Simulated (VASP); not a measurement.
# BeS (F-43m) in VASP: relaxation of cell and atoms with PBEsol-based screened hybrid

Aim: the relaxation of cell and atoms of BeS with PBEsol-based screened hybrid.

Everything below comes from runs of VASP 6.6.1. Logs are shortened: lines on timing, memory, paths and dates and some standing lists are left out, and cuts for length are marked.

## 1. The cell of the first run

Symmetry: F-43m, No. 216, cubic system. The conventional cell has a = 4.850 Å, b = 4.850 Å, c = 4.850 Å, α = 90.00°, β = 90.00°, γ = 90.00°. S (site symmetry -43m) has 4 Be at 2.10 Å within 2.8 Å. Within 2.8 Å of Be (site symmetry -43m) lie 4 S at 2.10 Å.

## 2. Relaxation of cell and atoms, PBEsol-based screened hybrid

POSCAR reads:

```
BeS
1.0
    0.0000000000      2.4250000000      2.4250000000
    2.4250000000      0.0000000000      2.4250000000
    2.4250000000      2.4250000000      0.0000000000
S Be
1 1
Direct
    0.7500000000      0.7500000000      0.7500000000
    0.0000000000      0.0000000000      0.0000000000
```

INCAR.step1 reads:

```
SYSTEM = BeS
PREC = Accurate
ENCUT = 600
EDIFF = 1E-5
ISMEAR = -1
SIGMA = 0.05
LREAL = .False.
LASPH = .True.
NELM = 80
ALGO = Normal
LWAVE = .True.
LCHARG = .False.
GGA = PE
NBANDS = 11
```

INCAR.step2 reads:

```
SYSTEM = BeS
PREC = Accurate
ENCUT = 600
EDIFF = 1E-6
ISMEAR = -1
SIGMA = 0.05
LREAL = .False.
LASPH = .True.
NELM = 80
ALGO = Normal
ISIF = 3
LWAVE = .False.
LCHARG = .False.
GGA = PS
LHFCALC = .True.
AEXX = 0.25
HFSCREEN = 0.207
PRECFOCK = Normal
IBRION = 2
NSW = 60
EDIFFG = -0.01
ISTART = 1
```

KPOINTS reads:

```
Automatic mesh
0
Gamma
  5 5 5
  0 0 0
```

Potentials or basis: VASP PAW PBE potentials, release 64 (S, Be).

Launch:

```bash
$ cat potpaw_PBE.64/S/POTCAR potpaw_PBE.64/Be/POTCAR > POTCAR
$ cp INCAR.step1 INCAR
$ mpirun -np 1 vasp_std > vasp.out
$ cp INCAR.step2 INCAR
$ mpirun -np 1 vasp_std > vasp.out
```

OUTCAR:

```text
SYSTEM = BeS
   PREC = Accurate
   ENCUT = 600
   EDIFF = 1E-6
   ISMEAR = -1
   LREAL = .False.
   LASPH = .True.
   NELM = 80
   ISIF = 3
   GGA = PS
   LHFCALC = .True.
   AEXX = 0.25
   HFSCREEN = 0.207
   PRECFOCK = Normal
   IBRION = 2
   NSW = 60
   EDIFFG = -0.01
   ISTART = 1

 ion  position               nearest neighbor table
   1  0.750  0.750  0.750-   2 2.10   2 2.10   2 2.10   2 2.10
   2  0.000  0.000  0.000-   1 2.10   1 2.10   1 2.10   1 2.10

  LATTYP: Found a face centered cubic cell.
 ALAT       =     4.8500000000

  Lattice vectors:

 A1 = (   0.0000000000,   2.4250000000,   2.4250000000)
 A2 = (   2.4250000000,   0.0000000000,   2.4250000000)
 A3 = (   2.4250000000,   2.4250000000,   0.0000000000)

Analysis of symmetry for initial positions (statically):
=====================================================================
 Subroutine PRICEL returns:
 Original cell was already a primitive cell.

 Routine SETGRP: Setting up the symmetry group for a
 face centered cubic supercell.

 Subroutine GETGRP returns: Found 24 space group operations
 (whereof 24 operations were pure point group operations)
 out of a pool of 48 trial point group operations.

The static configuration has the point symmetry T_d .

Analysis of symmetry for dynamics (positions and initial velocities):
=====================================================================
 Subroutine PRICEL returns:
 Original cell was already a primitive cell.

 Routine SETGRP: Setting up the symmetry group for a
 face centered cubic supercell.

 Subroutine GETGRP returns: Found 24 space group operations
 (whereof 24 operations were pure point group operations)
 out of a pool of 48 trial point group operations.

The dynamic configuration has the point symmetry T_d .

 Subroutine INISYM returns: Found 24 space group operations
 (whereof 24 operations are pure point group operations),
 and found     1 'primitive' translations

----------------------------------------------------------------------------------------

                                     Primitive cell

  volume of cell :      28.5210

  direct lattice vectors                    reciprocal lattice vectors
     0.000000000  2.425000000  2.425000000    -0.206185567  0.206185567  0.206185567
     2.425000000  0.000000000  2.425000000     0.206185567 -0.206185567  0.206185567
     2.425000000  2.425000000  0.000000000     0.206185567  0.206185567 -0.206185567

  length of vectors
     3.429467889  3.429467889  3.429467889     0.357123878  0.357123878  0.357123878

  position of ions in fractional coordinates (direct lattice)
     0.750000000  0.750000000  0.750000000
     0.000000000  0.000000000  0.000000000

  ion indices of the primitive-cell ions
   primitive index   ion index
                 1           1
                 2           2

----------------------------------------------------------------------------------------

 KPOINTS: Automatic mesh

Automatic generation of k-mesh.
 Grid dimensions read from file:
 generate k-points for:    5    5    5

 Generating k-lattice:

  Cartesian coordinates                     Fractional coordinates (reciprocal lattice)
    -0.041237113  0.041237113  0.041237113     0.200000000  0.000000000  0.000000000
     0.041237113 -0.041237113  0.041237113     0.000000000  0.200000000  0.000000000
     0.041237113  0.041237113 -0.041237113     0.000000000  0.000000000  0.200000000

  Length of vectors
     0.071424776  0.071424776  0.071424776

  Shift w.r.t. Gamma in fractional coordinates (k-lattice)
     0.000000000  0.000000000  0.000000000

 Subroutine IBZKPT returns following result:
 ===========================================

 Found     10 irreducible k-points:

 Following reciprocal coordinates:
            Coordinates               Weight
  0.000000  0.000000  0.000000      1.000000
  0.200000  0.000000  0.000000      8.000000
  0.400000  0.000000  0.000000      8.000000
  0.200000  0.200000  0.000000      6.000000
  0.400000  0.200000  0.000000     24.000000
 -0.400000  0.200000  0.000000     24.000000
 -0.200000  0.200000  0.000000     12.000000
  0.400000  0.400000  0.000000      6.000000
 -0.400000  0.400000  0.000000     12.000000
 -0.400000  0.400000  0.200000     24.000000
   k-points           NKPTS =     10   k-points in BZ     NKDIM =    125   number of bands    NBANDS=      8
   number of dos      NEDOS =    301   number of ions     NIONS =      2
   total plane-waves  NPLWV =  21952
   dimension x,y,z NGX =    28 NGY =   28 NGZ =   28
   dimension x,y,z NGXF=    56 NGYF=   56 NGZF=   56
   ions per type =               1   1
   NGX,Y,Z   is equivalent  to a cutoff of  13.57, 13.57, 13.57 a.u.
   NGXF,Y,Z  is equivalent  to a cutoff of  27.15, 27.15, 27.15 a.u.
 SYSTEM =  BeS
   PREC   = accura    normal or accurate (medium, high low for compatibility)
   ISTART =      1    job   : 0-new  1-cont  2-samecut
   ICHARG =      0    charge: 1-file 2-atom 10-const
   ISPIN  =      1    spin polarized calculation?
   LNONCOLLINEAR =      F non collinear calculations
   LSORBIT =      F    spin-orbit coupling
   LASPH  =      T    aspherical Exc in radial PAW
   ENCUT  =  600.0 eV  44.10 Ry    6.64 a.u.   6.85  6.85  6.85*2*pi/ulx,y,z
   NELM   =     80;   NELMIN=  2; NELMDL=  0     # of ELM steps
   EDIFF  = 0.1E-05   stopping-criterion for ELM
   LREAL  =      F    real-space projection
   EDIFFG = -.1E-01   stopping-criterion for IOM
   NSW    =     60    number of steps for IOM
   IBRION =      2    ionic relax: 0-MD 1-quasi-New 2-CG
   NFREE  =      1    steps in history (QN), initial steepest desc. (CG)
   ISIF   =      3    stress and relaxation
   ISYM   =      3    0-nonsym 1-usesym 2-fastsym
   POTIM  = 0.5000    time-step for ionic-motion
   TEBEG  =    0.0;   TEEND  =   0.0 temperature during run
   PSTRESS=    0.0 pullay stress
   NELECT =       8.0000    total number of electrons
   NUPDOWN=      -1.0000    fix difference up-down
   EMIN   =  10.00;   EMAX   =-10.00  energy-range for DOS
   EFERMI =   0.00;   METHOD = LEGACY
   ISMEAR =    -1;   SIGMA  =   0.05  broadening in eV -4-tet -1-fermi 0-gaus
   EFERMI_NEDOS =   21; number of points for ismear=-14 and -15
   IALGO  =     38    algorithm
   IMIX   =      1    mixing-type and parameters
     AMIX     =   0.40;   BMIX     =  1.00
     AMIX_MAG =   1.60;   BMIX_MAG =  1.00
  volume/ion in A,a.u.               =      14.26        96.23
  Fermi-wavevector in a.u.,A,eV,Ry     =   1.071642  2.025110 15.625158  1.148417
  Thomas-Fermi vector in A             =   2.207388
   LORBIT       =      0    0 simple, 1 ext, 2 COOP (PROOUT), +10 PAW based schemes
   GGA     = PS    functional components
   LHFCALC =     T    Hartree Fock is set to
   PRECFOCK=normal    Normal, Fast or Accurate (Low or Medium for compatibility)
   ENCUT4O =  -1.0   cutoff for four orbital integrals eV
   NKREDX  =     1    reduce k-point grid by
   NKREDY  =     1    reduce k-point grid by
   NKREDZ  =     1    reduce k-point grid by
   AEXX    =    0.2500 exact exchange contribution
   HFSCREEN=    0.2070 screening length (either q_TF or 0.3 A-1)
   HFSCREENC=   0.2070 screening length for correlation (either q_TF or 0.3 A-1)
   ENCUTFOCK=  -1.0 apply spherical cutoff to Coloumb kernel
   IVDW    =     0    specifies the selected vdW correction
   LEPSILON=     F    determine dielectric tensor
   LRPA    =     F    only Hartree local field effects (RPA)
 conjugate gradient relaxation of ions
 non-spin polarized calculation
  energy-cutoff  :      600.00
  volume of cell :       28.52
 maximum number of plane-waves:       966
  NGX = 24; NGY = 24; NGZ = 24

--------------------------------------- Ionic step        1  -------------------------------------------

 number of electron       7.9999999 magnetization

 Free energy of the ion-electron system (eV)
  ---------------------------------------------------
  ext. energy  EPLUGINS =         0.00000000
  ---------------------------------------------------
  free energy    TOTEN  =       -11.77215021 eV

  energy without entropy =      -11.77215021  energy(sigma->0) =      -11.77215021

------------------------ aborting loop because EDIFF is reached ----------------------------------------

  FORCE on cell =-STRESS in cart. coord.  units (eV):
  Direction    XX          YY          ZZ          XY          YZ          ZX
  --------------------------------------------------------------------------------------
  -------------------------------------------------------------------------------------
  Total       -0.2121659     -0.2121659     -0.2121659      0.0000000      0.0000000     -0.0000000
  in kB      -11.9184799    -11.9184799    -11.9184799      0.0000000      0.0000000     -0.0000000
  external PRESSURE =     -11.9184799 kB  Pullay stress =       0.0000000 kB

 VOLUME and BASIS-vectors are now :
 -----------------------------------------------------------------------------
  energy-cutoff  :      600.00
  volume of cell :       28.52
      direct lattice vectors                 reciprocal lattice vectors
     0.000000000  2.425000000  2.425000000    -0.206185567  0.206185567  0.206185567
     2.425000000  0.000000000  2.425000000     0.206185567 -0.206185567  0.206185567
     2.425000000  2.425000000  0.000000000     0.206185567  0.206185567 -0.206185567
[... 37 lines left out ...]
 POSITION                                       TOTAL-FORCE (eV/Angst)
 -----------------------------------------------------------------------------------
      3.61888      3.61888      3.61888         0.000000      0.000000     -0.000000
      2.41259      2.41259     -0.00000        -0.000000     -0.000000      0.000000
 -----------------------------------------------------------------------------------
    total drift:                               -0.000000     -0.000000     -0.000000

  FREE ENERGIE OF THE ION-ELECTRON SYSTEM (eV)
  ---------------------------------------------------
  free  energy   TOTEN  =       -11.7732882181 eV

  energy  without entropy=      -11.7732882180  energy(sigma->0) =      -11.77328822

--------------------------------------- Ionic step        3  -------------------------------------------

 number of electron       8.0000000 magnetization

 Free energy of the ion-electron system (eV)
  ---------------------------------------------------
  ext. energy  EPLUGINS =         0.00000000
  ---------------------------------------------------
  free energy    TOTEN  =       -11.77340161 eV

  energy without entropy =      -11.77340161  energy(sigma->0) =      -11.77340161

 E-fermi :   4.6417     XC(G=0):  -8.2323

 val. band max:        3.6242218784   @ k =   0.0000   0.0000   0.0000
 cond. band min:       7.8507726683   @ k =   0.4000   0.4000   0.0000
 fundamental gap:      4.2265507900
 Fermi energy:         4.6416875710

 k-point     1 :       0.0000    0.0000    0.0000
  band No.  band energies     occupation
      1     -11.5664      2.00000
      2       3.6242      2.00000
      3       3.6242      2.00000
      4       3.6242      2.00000
      5      10.4445      0.00000
      6      10.4445      0.00000
      7      10.4445      0.00000
      8      10.6640      0.00000

 k-point     2 :       0.2000    0.0000    0.0000
  band No.  band energies     occupation
      1     -11.0699      2.00000
      2       0.9060      2.00000
      3       3.1478      2.00000
      4       3.1478      2.00000
      5      10.3131      0.00000
      6      11.2255      0.00000
      7      11.2255      0.00000
      8      13.4176      0.00000
[... 108 lines left out ...]
 POSITION                                       TOTAL-FORCE (eV/Angst)
 -----------------------------------------------------------------------------------
      3.62316      3.62316      3.62316        -0.000000     -0.000000     -0.000000
      0.00000      0.00000      0.00000         0.000000      0.000000      0.000000
 -----------------------------------------------------------------------------------
    total drift:                                0.000000      0.000000      0.000000

  FREE ENERGIE OF THE ION-ELECTRON SYSTEM (eV)
  ---------------------------------------------------
  free  energy   TOTEN  =       -11.7734016068 eV

  energy  without entropy=      -11.7734016068  energy(sigma->0) =      -11.77340161

 reached required accuracy - stopping structural energy minimisation
```

Wall time 6.3 min (1 thread of Intel Xeon Platinum 8259CL at 2.50GHz (Skylake/Cascade Lake), shared host); peak memory 0.26 GiB.

Results:

* Free energy: -11.7734 eV
* Relaxed volume: 14.09 Å³/atom
* Relaxed cell: a = 3.416 Å, b = 3.416 Å, c = 3.416 Å, α = 60.00°, β = 60.00°, γ = 60.00°
* Space group after relaxing (to 0.05 Å): F-43m (No. 216)
* Energy gained by relaxing: 0.6 meV/atom
* Ionic steps: 3
* Pressure after relaxing: 0.0 GPa
* Band gap on the k mesh: 4.23 eV, indirect (least direct gap 6.82 eV)

The path:
| step | energy change (eV) | largest force (eV/Å) | pressure (GPa) | volume (Å³) |
| --- | --- | --- | --- | --- |
| 1 | 0.0000 | 0.0000 | -1.19 | 28.52 |
| 2 | -0.0011 | 0.0000 | 0.35 | 28.09 |
| 3 | -0.0013 | 0.0000 | 0.00 | 28.18 |

Final structure:
```yaml
crystal:
  lattice:
    - [0.00000, 2.41544, 2.41544]
    - [2.41544, 0.00000, 2.41544]
    - [2.41544, 2.41544, 0.00000]
  atoms:
    - { symbol: S, position: [0.75000, 0.75000, 0.75000] }
    - { symbol: Be, position: [0.00000, 0.00000, 0.00000] }
```

Caveat: the k points lie up to 0.45 Å⁻¹ apart in the final cell; the PAW data sets were made with another functional, which shifts forces and pressure a little. A k mesh can miss the band edges.
